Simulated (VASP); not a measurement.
Set up this calculation in VASP 6.6.1, as the native input.

```yaml
Task: relaxation of shape and atoms at fixed volume
Functional: PBE
Potentials_or_basis: VASP PAW PBE potentials, release 64 (As)
Cutoff: 600 eV
k_mesh: 15 × 15 × 14
Occupations: fermi-dirac, width 0.05 eV
Spin: no spin polarisation
Dipole_correction: no
Further_INCAR_settings: ALGO = Normal; EDIFF = 1e-06; IBRION = 2; EDIFFG = -0.005; NSW = 50; ISIF = 4
```

The structure of As lies in POSCAR:

```
As
1.0
    2.1459379095      0.0000000000      0.0000000000
   -1.0729689547      1.8584367446      0.0000000000
    0.0000000000      0.0000000000      2.0117678241
As
1
Direct
    0.0000000000      0.0000000000      0.0000000000
```

One way to write it, as run:

INCAR

```
SYSTEM = As
ALGO = Normal
EDIFF = 1E-6
EDIFFG = -0.005
ENCUT = 600
GGA = PE
IBRION = 2
ISIF = 4
ISMEAR = -1
LASPH = .TRUE.
LCHARG = .FALSE.
LREAL = .FALSE.
LWAVE = .FALSE.
NELM = 100
NSW = 50
PREC = Accurate
SIGMA = 0.05
```

KPOINTS

```
k-points
0
G
  15 15 14
  0 0 0
```

Potentials or basis: VASP PAW PBE potentials, release 64 (As).

The run is started by

```bash
$ cat potpaw_PBE.64/As/POTCAR > POTCAR
$ mpirun -np 1 vasp_std > vasp.out
```

It gave:

| Property | Result |
| --- | --- |
| Energy gained by relaxing | 1.5 meV/atom |
| Ionic steps | 4 |
| Pressure after relaxing | 527.2 GPa |

Wall time 17 s on 1 thread of Intel(R) Xeon(R) Platinum 8375C CPU @ 2.90GHz (Ice Lake), on a shared host, peak memory 0.13 GiB.
